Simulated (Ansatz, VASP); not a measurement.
NiGe: VASP beside Ansatz

```
Ni Ge
1.0
    -1.50689   -1.50689   -3.53124
    -1.50689   -3.53124   -1.50689
    -3.53124   -1.50689   -1.50689
Ni Ge
1 1
Cartesian
  -5.0381 -3.0138 -5.0381
  -3.2725 -3.2725 -3.2725
```

Alike in both runs: functional PBE; k mesh 18 × 18 × 18; occupations gaussian, width 0.1 eV; no spin polarisation.

Ansatz relaxed the structure, and its values are those at the end. VASP's run is a single point on that final structure, the one shown.

```csv
,VASP,Ansatz
version,VASP 6.6.1,Ansatz 0.2.0
potentials or method,"VASP PAW PBE potentials, release 64 (Ni, Ge_d), cutoff 520 eV","scalar-relativistic, plane waves, PAW"
valence electrons in the cell,24,32
```

Ansatz gave:

| Quantity | Value |
| --- | --- |
| gap on the k mesh at the Fermi level (eV) | none |
| pressure (GPa) | 0.0 |

**Question.** What did VASP give for the same quantities?

**Answer.** gap on the k mesh at the Fermi level (eV): none; pressure (GPa): 0.3.

A gap of «none» marks a metal or a gap that the smearing closes. VASP's potentials hold 24 valence electrons a cell and Ansatz's 32, so a difference there can come from the potentials and not from the codes.
